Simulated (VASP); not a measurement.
Here is a VASP 6.6.1 calculation.

Contents of INCAR:

```
SYSTEM = C
ALGO = Normal
EDIFF = 1E-6
ENCUT = 910
GGA = CA
GGA_COMPAT = .FALSE.
ISIF = 2
ISMEAR = 0
LASPH = .TRUE.
LCHARG = .TRUE.
LELF = .TRUE.
LREAL = .FALSE.
LVHAR = .TRUE.
LWAVE = .FALSE.
NBANDS = 16
NELM = 120
PREC = Accurate
SIGMA = 0.02
```

The input KPOINTS:

```
k-points
0
G
  9 9 6
  0 0 0
```

File POSCAR:

```
C
1.0
    2.4823635744      0.0000000000      0.0000000000
   -1.2411817872      2.1497899169      0.0000000000
    0.0000000000      0.0000000000      4.1979202822
C
4
Direct
    0.3333333333      0.6666666667     -0.0002181980
    0.6666666667      0.3333333333      0.4997818020
    0.3333333333      0.6666666667      0.3742181980
    0.6666666667      0.3333333333      0.8742181980
```

Potentials or basis: VASP PAW LDA potentials, release 64 (C_h).

The run is started by

```sh
$ cat potpaw_LDA.64/C_h/POTCAR > POTCAR
$ mpirun -np 1 vasp_std > vasp.out
```

(1) Predict the pressure.

(2) Predict the band gap on the k mesh.

## Answers

(1) -5.7 GPa.

(2) 3.05 eV, indirect (least direct gap 4.89 eV).

Caveat: the cell differs from its parent crystal (strained cell); the cutoff is under 1.25 times the usual one of these potentials, so pressure, stress and relaxed cells hold a basis-set (Pulay) error.
